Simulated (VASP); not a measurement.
# Sb (P6_3/mmc) in VASP: notebook, part 2 of 3

VASP 6.6.1. The steps go on from the part before.

## (3) Electric field gradients, r2SCAN

This run uses another cell than the first one, of 26.20 Å³/atom, 0.962 times its volume.

The input, POSCAR:

```
Sb
1.0
    3.3690001795      0.0000000000      0.0000000000
   -1.6845000898      2.9176397408      0.0000000000
    0.0000000000      0.0000000000      5.3300000000
Sb
2
Direct
    0.3333333333      0.6666666667      0.2500000000
    0.6666666667      0.3333333333      0.7500000000
```

The input, INCAR.step1:

```
SYSTEM = Sb
ALGO = Normal
EDIFF = 1E-5
ENCUT = 440
GGA = PE
GGA_COMPAT = .FALSE.
ISMEAR = -1
LASPH = .TRUE.
LCHARG = .FALSE.
LREAL = .FALSE.
LWAVE = .TRUE.
NBANDS = 12
NELM = 120
PREC = Accurate
SIGMA = 0.05
```

The input, INCAR.step2:

```
SYSTEM = Sb
ALGO = Normal
EDIFF = 1E-8
ENCUT = 440
GGA_COMPAT = .FALSE.
ISIF = 2
ISMEAR = -1
ISTART = 1
LASPH = .TRUE.
LCHARG = .FALSE.
LEFG = .TRUE.
LMIXTAU = .TRUE.
LREAL = .FALSE.
LWAVE = .FALSE.
METAGGA = R2SCAN
NBANDS = 12
NELM = 120
PREC = Accurate
SIGMA = 0.05
```

The input, KPOINTS:

```
k-points
0
G
  12 12 7
  0 0 0
```

Potentials or basis: VASP PAW PBE potentials, release 64 (Sb).

Run with:

```console
$ cat potpaw_PBE.64/Sb/POTCAR > POTCAR
$ cp INCAR.step1 INCAR
$ mpirun -np 1 vasp_std > vasp.out
$ cp INCAR.step2 INCAR
$ mpirun -np 1 vasp_std > vasp.out
```

OUTCAR:

```text
SYSTEM = Sb
   EDIFF = 1E-8
   ENCUT = 440
   ISIF = 2
   ISMEAR = -1
   ISTART = 1
   LASPH = .TRUE.
   LREAL = .FALSE.
   METAGGA = R2SCAN
   NELM = 120
   PREC = Accurate

 ion  position               nearest neighbor table
   1  0.333  0.667  0.250-   2 3.30   2 3.30   2 3.30   2 3.30   2 3.30   2 3.30
   2  0.667  0.333  0.750-   1 3.30   1 3.30   1 3.30   1 3.30   1 3.30   1 3.30

  LATTYP: Found a hexagonal cell.
 ALAT       =     3.3690001795
 C/A-ratio  =     1.5820717471

  Lattice vectors:

 A1 = (   3.3690001795,   0.0000000000,   0.0000000000)
 A2 = (  -1.6845000898,   2.9176397408,   0.0000000000)
 A3 = (   0.0000000000,   0.0000000000,   5.3300000000)

Analysis of symmetry for initial positions (statically):
=====================================================================
 Subroutine PRICEL returns:
 Original cell was already a primitive cell.

 Routine SETGRP: Setting up the symmetry group for a
 hexagonal supercell.

 Subroutine GETGRP returns: Found 24 space group operations
 (whereof 12 operations were pure point group operations)
 out of a pool of 24 trial point group operations.

The static configuration has the point symmetry D_3d.
 The point group associated with its full space group is D_6h.

Analysis of symmetry for dynamics (positions and initial velocities):
=====================================================================
 Subroutine PRICEL returns:
 Original cell was already a primitive cell.

 Routine SETGRP: Setting up the symmetry group for a
 hexagonal supercell.

 Subroutine GETGRP returns: Found 24 space group operations
 (whereof 12 operations were pure point group operations)
 out of a pool of 24 trial point group operations.

The dynamic configuration has the point symmetry D_3d.
 The point group associated with its full space group is D_6h.

 Subroutine INISYM returns: Found 24 space group operations
 (whereof 12 operations are pure point group operations),
 and found     1 'primitive' translations

----------------------------------------------------------------------------------------

                                     Primitive cell

  volume of cell :      52.3914

  direct lattice vectors                    reciprocal lattice vectors
     3.369000179  0.000000000  0.000000000     0.296823968  0.171371398  0.000000000
    -1.684500090  2.917639741  0.000000000     0.000000000  0.342742795  0.000000000
     0.000000000  0.000000000  5.330000000     0.000000000  0.000000000  0.187617261

  length of vectors
     3.369000179  3.369000180  5.330000000     0.342742795  0.342742795  0.187617261

  position of ions in fractional coordinates (direct lattice)
     0.333333333  0.666666667  0.250000000
     0.666666667  0.333333333  0.750000000

  ion indices of the primitive-cell ions
   primitive index   ion index
                 1           1
                 2           2

----------------------------------------------------------------------------------------

 KPOINTS: k-points

Automatic generation of k-mesh.
 Grid dimensions read from file:
 generate k-points for:   12   12    7
[... 84 lines left out ...]
     AMIX_MAG =   1.60;   BMIX_MAG =  1.00
  volume/ion in A,a.u.               =      26.20       176.78
  Fermi-wavevector in a.u.,A,eV,Ry     =   0.942587  1.781231 12.088376  0.888471
  Thomas-Fermi vector in A             =   2.070211
   LORBIT       =      0    0 simple, 1 ext, 2 COOP (PROOUT), +10 PAW based schemes
   METAGGA = R2SCAN    functional components
   LHFCALC =     F    Hartree Fock is set to
   AEXX    =    0.0000 exact exchange contribution
   IVDW    =     0    specifies the selected vdW correction
   LEPSILON=     F    determine dielectric tensor
   LRPA    =     F    only Hartree local field effects (RPA)
 non-spin polarized calculation
  energy-cutoff  :      440.00
  volume of cell :       52.39
 maximum number of plane-waves:      1108
 NGX is ok and might be reduce to    24
   NGX = 11   NGY = 11   NGZ = 19

 number of electron      10.0000000 magnetization

 Free energy of the ion-electron system (eV)
  ---------------------------------------------------
  ext. energy  EPLUGINS =         0.00000000
  ---------------------------------------------------
  free energy    TOTEN  =       -50.55178341 eV

  energy without entropy =      -50.54134322  energy(sigma->0) =      -50.54656331

 E-fermi :   8.8599     XC(G=0): -10.9554

 val. band max:        8.8554654110   @ k =   0.1667   0.0000   0.0000
 cond. band min:       8.9270272385   @ k =   0.5000   0.0000   0.0000
 fundamental gap:      0.0715618275
 Fermi energy:         8.8598592781

 k-point     1 :       0.0000    0.0000    0.0000
  band No.  band energies     occupation
      1      -4.9787      2.00000
      2      -0.4496      2.00000
      3       2.5528      2.00000
      4      12.3301      0.00000
      5      12.3301      0.00000
      6      14.2698      0.00000
      7      14.2698      0.00000
      8      15.2777      0.00000
      9      16.8308      0.00000
     10      18.2847      0.00000
     11      19.2485      0.00000
     12      19.2485      0.00000
[... 331 lines left out ...]
 k-point    24 :       0.3333    0.0000    0.1429
  band No.  band energies     occupation
      1      -2.8358      2.00000
      2       0.5682      2.00000
      3       4.3831      2.00000
      4       5.8440      2.00000
      5       7.8442      2.00000
      6       9.5912      0.00000
      7      11.5413      0.00000
      8      12.9455      0.00000
      9      14.1508      0.00000
     10      16.6924      0.00000
     11      18.3966      0.00000
     12      19.1784      0.00000

 [... further k-points ...]

------------------------ aborting loop because EDIFF is reached ----------------------------------------

  FORCE on cell =-STRESS in cart. coord.  units (eV):
  Direction    XX          YY          ZZ          XY          YZ          ZX
  --------------------------------------------------------------------------------------
  -------------------------------------------------------------------------------------
  Total        0.8552021      0.8552021      0.4276776     -0.0000000      0.0000000      0.0000000
  in kB       26.1528754     26.1528754     13.0787771     -0.0000000      0.0000000      0.0000000
  external PRESSURE =      21.7948426 kB  Pullay stress =       0.0000000 kB

 VOLUME and BASIS-vectors are now :
 -----------------------------------------------------------------------------
  energy-cutoff  :      440.00
  volume of cell :       52.39
      direct lattice vectors                 reciprocal lattice vectors
     3.369000179  0.000000000  0.000000000     0.296823968  0.171371398  0.000000000
    -1.684500090  2.917639741  0.000000000     0.000000000  0.342742795  0.000000000
     0.000000000  0.000000000  5.330000000     0.000000000  0.000000000  0.187617261

 POSITION                                       TOTAL-FORCE (eV/Angst)
 -----------------------------------------------------------------------------------
     -0.00000      1.94509      1.33250        -0.000000      0.000000      0.000000
      1.68450      0.97255      3.99750         0.000000     -0.000000      0.000000
 -----------------------------------------------------------------------------------
    total drift:                               -0.000000      0.000000      0.000000

  FREE ENERGIE OF THE ION-ELECTRON SYSTEM (eV)
  ---------------------------------------------------
  free  energy   TOTEN  =       -50.5517834120 eV

  energy  without entropy=      -50.5413432178  energy(sigma->0) =      -50.54656331

 Electric field gradients (V/A^2)
---------------------------------------------------------------------
 ion       V_xx      V_yy      V_zz      V_xy      V_xz      V_yz
---------------------------------------------------------------------
   1     -11.937   -11.937    23.874     0.000     0.000    -0.000
   2     -11.937   -11.937    23.874     0.000    -0.000     0.000
---------------------------------------------------------------------

 Electric field gradients after diagonalization (V/A^2)
 (convention: |V_zz| > |V_xx| > |V_yy|)
----------------------------------------------------------------------
 ion       V_xx      V_yy      V_zz     asymmetry (V_yy - V_xx)/ V_zz
----------------------------------------------------------------------
   1     -11.937   -11.937    23.874       0.000
   2     -11.937   -11.937    23.874       0.000
----------------------------------------------------------------------

           NMR quadrupolar parameters

 Cq : quadrupolar parameter    Cq=e*Q*V_zz/h
 eta: asymmetry parameters     (V_yy - V_xx)/ V_zz
 Q  : nuclear electric quadrupole moment in mb (millibarn)
----------------------------------------------------------------------
 ion       Cq(MHz)       eta       Q (mb)
----------------------------------------------------------------------
   1       0.058       0.000       1.000
   2       0.058       0.000       1.000
----------------------------------------------------------------------
```

It took 77 s on 1 thread of Intel Xeon 6975P-C, shared host; peak memory 0.18 GiB.

Results:

```yaml
Free_energy: -50.5518 eV
Pressure: 2.2 GPa
Band_gap_on_the_k_mesh: zero (band 5 reaches 13.07 eV, above the bottom of band 6 at 5.73 eV)
```

Electric field gradients, principal values (V/Å²):
```
atom    least   middle  greatest (by size)
1 Sb  -11.937  -11.937              23.874
2 Sb  -11.937  -11.937              23.874
```

Caveat: without QUAD_EFG the Cq values of the log hold for a quadrupole moment of 1 mb, not for the nuclei; the PAW data sets were made with another functional, which shifts forces and pressure a little; spin-orbit coupling is left out, which moves the levels of the heavy elements.

[end of part 2 of 3]
